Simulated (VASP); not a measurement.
# Cd4Se (Cmmm) in VASP: a series of runs

Runs on Cd4Se. Level: PBE. Tasks: single point, relaxation of cell and atoms.

All numbers are computed with VASP 6.6.1; they aren't measurements. Logs are shortened: lines on timing, memory, paths and dates and some standing lists are left out, and cuts for length are marked.

### 1 The cell of the first run

It takes space group Cmmm (No. 65, orthorhombic). The conventional cell has a = 8.396 Å, b = 8.507 Å, c = 3.735 Å, α = 90.00°, β = 90.00°, γ = 90.00°. Cd (site symmetry 2mm) has 1 Se at 2.74 Å and 5 Cd at 2.91 to 3.13 Å within 3.6 Å. Cd (site symmetry m2m) has 2 Se at 2.89 Å and 6 Cd at 3.13 to 3.73 Å within 3.8 Å. Se (site symmetry mmm) has 6 Cd at 2.74 to 2.89 Å within 3.6 Å.

### 2 Single point, PBE

File INCAR:

```
ALGO = Normal
EDIFF = 1E-7
ENCUT = 520
GGA = PE
ISIF = 2
ISMEAR = 0
LASPH = T
LCHARG = F
LREAL = F
LWAVE = F
NBANDS = 35
NELM = 100
PREC = Accurate
SIGMA = 0.2
```

File KPOINTS:

```
k-points
0
Gamma
  3 3 5
```

File POSCAR:

```
Cd4Se
1.0
    4.1978059340     -4.2533077364      0.0000000000
    4.1978059340      4.2533077364      0.0000000000
    0.0000000000      0.0000000000      3.7345805073
Cd Se
4 1
Direct
    0.3269504333      0.3269504333      0.0000000000
    0.2594852322      0.7405147678      0.5000000000
    0.7405147678      0.2594852322      0.5000000000
    0.6730495667      0.6730495667      0.0000000000
    0.0000000000      0.0000000000      0.0000000000
```

Potentials or basis: VASP PAW PBE potentials, release 64 (Cd, Se).

Started as:

```
$ cat potpaw_PBE.64/Cd/POTCAR potpaw_PBE.64/Se/POTCAR > POTCAR
$ mpirun -np 1 vasp_std > vasp.out
```

OUTCAR:

```text
EDIFF = 1E-7
   ENCUT = 520
   GGA = PE
   ISIF = 2
   ISMEAR = 0
   LASPH = T
   LREAL = F
   NELM = 100
   PREC = Accurate

 ion  position               nearest neighbor table
   1  0.327  0.327  0.000-   5 2.74   4 2.91   2 3.13   3 3.13   2 3.13   3 3.13
   2  0.259  0.741  0.500-   5 2.89   5 2.89   1 3.13   1 3.13   4 3.13   4 3.13
   3  0.741  0.259  0.500-   5 2.89   5 2.89   1 3.13   1 3.13   4 3.13   4 3.13
   4  0.673  0.673  0.000-   5 2.74   1 2.91   3 3.13   2 3.13   2 3.13   3 3.13
   5  0.000  0.000  0.000-   1 2.74   4 2.74   3 2.89   2 2.89   2 2.89   3 2.89

  LATTYP: Found a base centered orthorhombic cell.
 ALAT       =     8.3956118680
 B/A-ratio  =     1.0132216218
 C/A-ratio  =     0.4448252928

  Lattice vectors:

 A1 = (   4.1978059340,  -4.2533077364,   0.0000000000)
 A2 = (   4.1978059340,   4.2533077364,   0.0000000000)
 A3 = (   0.0000000000,   0.0000000000,   3.7345805073)

Analysis of symmetry for initial positions (statically):
=====================================================================
 Subroutine PRICEL returns:
 Original cell was already a primitive cell.

 Routine SETGRP: Setting up the symmetry group for a
 base centered orthorhombic supercell.

 Subroutine GETGRP returns: Found  8 space group operations
 (whereof  8 operations were pure point group operations)
 out of a pool of  8 trial point group operations.

The static configuration has the point symmetry D_2h.

Analysis of symmetry for dynamics (positions and initial velocities):
=====================================================================
 Subroutine PRICEL returns:
 Original cell was already a primitive cell.

 Routine SETGRP: Setting up the symmetry group for a
 base centered orthorhombic supercell.

 Subroutine GETGRP returns: Found  8 space group operations
 (whereof  8 operations were pure point group operations)
 out of a pool of  8 trial point group operations.

The dynamic configuration has the point symmetry D_2h.

 Subroutine INISYM returns: Found  8 space group operations
 (whereof  8 operations are pure point group operations),
 and found     1 'primitive' translations

----------------------------------------------------------------------------------------

                                     Primitive cell

  volume of cell :     133.3586

  direct lattice vectors                    reciprocal lattice vectors
     4.197805934 -4.253307736  0.000000000     0.119109842 -0.117555566  0.000000000
     4.197805934  4.253307736  0.000000000     0.119109842  0.117555566  0.000000000
     0.000000000  0.000000000  3.734580507     0.000000000  0.000000000  0.267767691

  length of vectors
     5.975968655  5.975968655  3.734580507     0.167351324  0.167351324  0.267767691

  position of ions in fractional coordinates (direct lattice)
     0.326950433  0.326950433  0.000000000
     0.259485232  0.740514768  0.500000000
     0.740514768  0.259485232  0.500000000
     0.673049567  0.673049567  0.000000000
     0.000000000  0.000000000  0.000000000

  ion indices of the primitive-cell ions
   primitive index   ion index
                 1           1
                 2           2
                 3           3
                 4           4
                 5           5

----------------------------------------------------------------------------------------

 KPOINTS: k-points

Automatic generation of k-mesh.
 Grid dimensions read from file:
 generate k-points for:    3    3    5

 Generating k-lattice:

  Cartesian coordinates                     Fractional coordinates (reciprocal lattice)
     0.039703281 -0.039185189  0.000000000     0.333333333  0.000000000  0.000000000
     0.039703281  0.039185189  0.000000000     0.000000000  0.333333333  0.000000000
     0.000000000  0.000000000  0.053553538     0.000000000  0.000000000  0.200000000

  Length of vectors
     0.055783775  0.055783775  0.053553538

  Shift w.r.t. Gamma in fractional coordinates (k-lattice)
     0.000000000  0.000000000  0.000000000

 Subroutine IBZKPT returns following result:
 ===========================================

 Found     12 irreducible k-points:

 Following reciprocal coordinates:
            Coordinates               Weight
  0.000000  0.000000  0.000000      1.000000
  0.333333  0.000000  0.000000      4.000000
  0.333333  0.333333  0.000000      2.000000
 -0.333333  0.333333  0.000000      2.000000
  0.000000  0.000000  0.200000      2.000000
  0.333333  0.000000  0.200000      8.000000
  0.333333  0.333333  0.200000      4.000000
 -0.333333  0.333333  0.200000      4.000000
  0.000000  0.000000  0.400000      2.000000
  0.333333  0.000000  0.400000      8.000000
  0.333333  0.333333  0.400000      4.000000
 -0.333333  0.333333  0.400000      4.000000
   k-points           NKPTS =     12   k-points in BZ     NKDIM =     12   number of bands    NBANDS=     35
   number of dos      NEDOS =    301   number of ions     NIONS =      5
   total plane-waves  NPLWV =  64512
   dimension x,y,z NGX =    48 NGY =   48 NGZ =   28
   dimension x,y,z NGXF=    96 NGYF=   96 NGZF=   56
   ions per type =               4   1
   NGX,Y,Z   is equivalent  to a cutoff of  13.35, 13.35, 12.46 a.u.
   NGXF,Y,Z  is equivalent  to a cutoff of  26.71, 26.71, 24.93 a.u.
 SYSTEM =  unknown system
   PREC   = accura    normal or accurate (medium, high low for compatibility)
   ISTART =      0    job   : 0-new  1-cont  2-samecut
   ICHARG =      2    charge: 1-file 2-atom 10-const
   ISPIN  =      1    spin polarized calculation?
   LNONCOLLINEAR =      F non collinear calculations
   LSORBIT =      F    spin-orbit coupling
   LASPH  =      T    aspherical Exc in radial PAW
   ENCUT  =  520.0 eV  38.22 Ry    6.18 a.u.  11.11 11.11  6.94*2*pi/ulx,y,z
   NELM   =    100;   NELMIN=  2; NELMDL= -5     # of ELM steps
   EDIFF  = 0.1E-06   stopping-criterion for ELM
   LREAL  =      F    real-space projection
   EDIFFG = 0.1E-05   stopping-criterion for IOM
   NSW    =      0    number of steps for IOM
   IBRION =     -1    ionic relax: 0-MD 1-quasi-New 2-CG
   NFREE  =      0    steps in history (QN), initial steepest desc. (CG)
   ISIF   =      2    stress and relaxation
   ISYM   =      2    0-nonsym 1-usesym 2-fastsym
   POTIM  = 0.5000    time-step for ionic-motion
   TEBEG  =    0.0;   TEEND  =   0.0 temperature during run
   PSTRESS=    0.0 pullay stress
   NELECT =      54.0000    total number of electrons
   NUPDOWN=      -1.0000    fix difference up-down
   EMIN   =  10.00;   EMAX   =-10.00  energy-range for DOS
   EFERMI =   0.00;   METHOD = LEGACY
   ISMEAR =     0;   SIGMA  =   0.20  broadening in eV -4-tet -1-fermi 0-gaus
   EFERMI_NEDOS =   21; number of points for ismear=-14 and -15
   IALGO  =     38    algorithm
   IMIX   =      4    mixing-type and parameters
     AMIX     =   0.40;   BMIX     =  1.00
     AMIX_MAG =   1.60;   BMIX_MAG =  1.00
  volume/ion in A,a.u.               =      26.67       179.99
  Fermi-wavevector in a.u.,A,eV,Ry     =   1.211153  2.288748 19.958279  1.466892
  Thomas-Fermi vector in A             =   2.346678
   LORBIT       =      0    0 simple, 1 ext, 2 COOP (PROOUT), +10 PAW based schemes
   GGA     = PE    functional components
   LHFCALC =     F    Hartree Fock is set to
   AEXX    =    0.0000 exact exchange contribution
   IVDW    =     0    specifies the selected vdW correction
   LEPSILON=     F    determine dielectric tensor
   LRPA    =     F    only Hartree local field effects (RPA)
 non-spin polarized calculation
 Gauss-broadening in eV      SIGMA  =   0.20
  energy-cutoff  :      520.00
  volume of cell :      133.36
 maximum number of plane-waves:      3610
 NGX is ok and might be reduce to    48
   NGX = 23   NGY = 23   NGZ = 13

 number of electron      54.0000008 magnetization

 Free energy of the ion-electron system (eV)
  ---------------------------------------------------
  ext. energy  EPLUGINS =         0.00000000
  ---------------------------------------------------
  free energy    TOTEN  =        -6.58475368 eV

  energy without entropy =       -6.53868517  energy(sigma->0) =       -6.56171943

 E-fermi :   1.7968     XC(G=0):  -9.6835

 val. band max:        1.7105511521   @ k =   0.3333   0.3333   0.4000
 cond. band min:       1.8968968243   @ k =  -0.3333   0.3333   0.0000
 fundamental gap:      0.1863456722
 Fermi energy:         1.7967853559

 k-point     1 :       0.0000    0.0000    0.0000
  band No.  band energies     occupation
      1     -11.5134      2.00000
      2      -7.2513      2.00000
      3      -7.1685      2.00000
      4      -7.1564      2.00000
      5      -7.1173      2.00000
      6      -7.0115      2.00000
[... 27 lines left out ...]
     34       8.2454      0.00000
     35       8.8552      0.00000

 k-point     2 :       0.3333    0.0000    0.0000
  band No.  band energies     occupation
      1     -11.4891      2.00000
      2      -7.3431      2.00000
      3      -7.1787      2.00000
      4      -7.1107      2.00000
      5      -7.1106      2.00000
      6      -7.0161      2.00000
[... 27 lines left out ...]
     34       8.7204      0.00000
     35       9.3298      0.00000

 k-point     3 :       0.3333    0.3333    0.0000
  band No.  band energies     occupation
      1     -11.4762      2.00000
      2      -7.3578      2.00000
      3      -7.1665      2.00000
      4      -7.0895      2.00000
      5      -7.0813      2.00000
      6      -6.9917      2.00000
[... 27 lines left out ...]
     34       8.2958      0.00000
     35       8.6843      0.00000
[... 267 lines left out ...]
 k-point    11 :       0.3333    0.3333    0.4000
  band No.  band energies     occupation
      1     -11.1389      2.00000
      2      -7.2850      2.00000
      3      -7.2761      2.00000
      4      -7.2172      2.00000
      5      -7.0686      2.00000
      6      -6.9543      2.00000
[... 27 lines left out ...]
     34       7.3435      0.00000
     35       7.5103      0.00000

 k-point    12 :      -0.3333    0.3333    0.4000
  band No.  band energies     occupation
      1     -11.1487      2.00000
      2      -7.2839      2.00000
      3      -7.2269      2.00000
      4      -7.0764      2.00000
      5      -7.0393      2.00000
      6      -6.9508      2.00000
[... 27 lines left out ...]
     34       7.6330      0.00000
     35       7.7281      0.00000

------------------------ aborting loop because EDIFF is reached ----------------------------------------

  FORCE on cell =-STRESS in cart. coord.  units (eV):
  Direction    XX          YY          ZZ          XY          YZ          ZX
  --------------------------------------------------------------------------------------
  -------------------------------------------------------------------------------------
  Total       -0.1934716      0.4853931      0.1746627     -0.0000000      0.0000000      0.0000000
  in kB       -2.3243783      5.8315390      2.0984069     -0.0000000      0.0000000      0.0000000
  external PRESSURE =       1.8685225 kB  Pullay stress =       0.0000000 kB

 VOLUME and BASIS-vectors are now :
 -----------------------------------------------------------------------------
  energy-cutoff  :      520.00
  volume of cell :      133.36
      direct lattice vectors                 reciprocal lattice vectors
     4.197805934 -4.253307736  0.000000000     0.119109842 -0.117555566  0.000000000
     4.197805934  4.253307736  0.000000000     0.119109842  0.117555566  0.000000000
     0.000000000  0.000000000  3.734580507     0.000000000  0.000000000  0.267767691

 POSITION                                       TOTAL-FORCE (eV/Angst)
 -----------------------------------------------------------------------------------
      2.74495      0.00000      0.00000         0.029789      0.000000     -0.000000
      4.19781      2.04597      1.86729         0.000000      0.047362      0.000000
      4.19781     -2.04597      1.86729         0.000000     -0.047362     -0.000000
      5.65066      0.00000      0.00000        -0.029789      0.000000      0.000000
      0.00000      0.00000      0.00000         0.000000      0.000000     -0.000000
 -----------------------------------------------------------------------------------
    total drift:                                0.000000      0.000000      0.000000

  FREE ENERGIE OF THE ION-ELECTRON SYSTEM (eV)
  ---------------------------------------------------
  free  energy   TOTEN  =        -6.5847536816 eV

  energy  without entropy=       -6.5386851702  energy(sigma->0) =       -6.56171943
```

Wall time 32 s (1 thread of Intel Xeon Platinum 8488C (Sapphire Rapids), shared host); peak memory 0.25 GiB.

Results:

| Item | Value |
| --- | --- |
| Free energy | -6.5848 eV |
| Pressure | 0.2 GPa |
| Largest force | 0.047 eV/Å |
| Band gap on the k mesh | zero (band 27 reaches 1.97 eV, above the bottom of band 28 at 1.68 eV) |

Forces in eV/Å, atoms in the order of the input:
```
Cd   0.030  0.000  0.000
Cd   0.000  0.047  0.000
Cd   0.000 -0.047  0.000
Cd  -0.030  0.000  0.000
Se   0.000  0.000  0.000
```

### 3 Relaxation of cell and atoms, PBE

This run uses another cell than the first one, of 24.08 Å³/atom, 0.903 times its volume.

File INCAR:

```
SYSTEM = Cd4Se
ALGO = Normal
EDIFF = 1E-6
EDIFFG = -0.08
ENCUT = 600
GGA = PE
IBRION = 2
ISIF = 3
ISMEAR = 0
LASPH = .True.
LCHARG = .False.
LREAL = .False.
LWAVE = .False.
NELM = 60
NSW = 36
PREC = Accurate
SIGMA = 0.2
```

File KPOINTS:

```
k-points
0
Gamma
  3 3 5
  0 0 0
```

File POSCAR:

```
Cd4Se
1.0
    3.9915496700     -4.2461407300      0.0000000000
    3.9915496700      4.2461407300      0.0000000000
    0.0000000000      0.0000000000      3.5515224800
Cd Se
4 1
Direct
    0.2796676500      0.2796676500      0.0000000000
    0.1815461400      0.8184538600      0.5000000000
    0.8184538600      0.1815461400      0.5000000000
    0.7203323500      0.7203323500      0.0000000000
    0.0000000000      0.0000000000      0.0000000000
```

Potentials or basis: VASP PAW PBE potentials, release 64 (Cd, Se).

Started as:

```
$ cat potpaw_PBE.64/Cd/POTCAR potpaw_PBE.64/Se/POTCAR > POTCAR
$ mpirun -np 1 vasp_std > vasp.out
```

Wall time 7.6 min (1 thread of Intel Xeon Platinum 8488C (Sapphire Rapids), shared host); peak memory 0.26 GiB.

Results (log left out):

| Property | Result |
| --- | --- |
| Free energy | -6.5858 eV |
| Relaxed volume | 26.84 Å³/atom |
| Relaxed cell | a = 5.997 Å, b = 5.997 Å, c = 3.735 Å, α = 90.00°, β = 90.00°, γ = 92.35° |
| Space group after relaxing (to 0.05 Å) | Cmmm (No. 65) |
| Energy gained by relaxing | 1318.3 meV/atom |
| Ionic steps | 19 |
| Pressure after relaxing | 0.0 GPa |
| Largest force after relaxing | 0.059 eV/Å |
| Band gap on the k mesh | zero (band 27 reaches 2.01 eV, above the bottom of band 28 at 1.71 eV) |

Forces in eV/Å, atoms in the order of the input:
```
Cd   0.059  0.000  0.000
Cd   0.000 -0.050  0.000
Cd   0.000  0.050  0.000
Cd  -0.059  0.000  0.000
Se   0.000  0.000  0.000
```

Step by step:
```csv
step,energy change (eV),largest force (eV/Å),pressure (GPa),volume (Å³)
1,0.0000,7.1193,27.96,120.39
2,-5.0164,0.1173,-3.72,209.01
3,-5.4839,0.9761,-1.26,171.14
4,-5.4919,0.8222,-1.68,174.79
5,-5.4911,0.8722,-1.53,173.57
6,-5.6768,0.9491,-1.58,166.66
7,-6.2028,1.0252,-0.84,147.01
8,-5.5482,2.6853,12.29,112.29
9,-6.2975,1.1184,0.39,138.95
10,-6.3150,0.8752,3.92,125.58
11,-6.3600,1.0338,1.93,131.70
12,-6.4894,0.4288,1.17,132.12
13,-6.5038,0.5932,1.00,132.31
14,-6.5538,0.2817,-0.03,135.48
15,-6.5653,0.1031,-0.80,138.41
16,-6.5829,0.1002,-0.45,136.43
17,-6.5883,0.1424,-0.10,134.81
18,-6.5883,0.1514,-0.06,134.66
19,-6.5916,0.0585,0.02,134.22
```

Final structure:
```
CELL_PARAMETERS angstrom
4.15283 -4.32643 0.00000
4.15283 4.32643 0.00000
0.00000 0.00000 3.73516
ATOMIC_POSITIONS crystal
Cd 0.32835 0.32835 0.00000
Cd 0.25575 0.74425 0.50000
Cd 0.74425 0.25575 0.50000
Cd 0.67165 0.67165 0.00000
Se 0.00000 0.00000 0.00000
```

Levels at points of the mesh, in eV from the Fermi level:
```tsv
k point	band 24	band 25	band 26	band 27	band 28	band 29	band 30	band 31
(0.00, 0.00, 0.00)	-4.21	-1.09	-1.01	-0.81	0.57	0.59	1.79	5.17
```

Caveat: the k points lie up to 0.35 Å⁻¹ apart in the final cell; the relaxation stopped at a loose force limit of 0.08 eV/Å, so its end isn't a converged minimum.
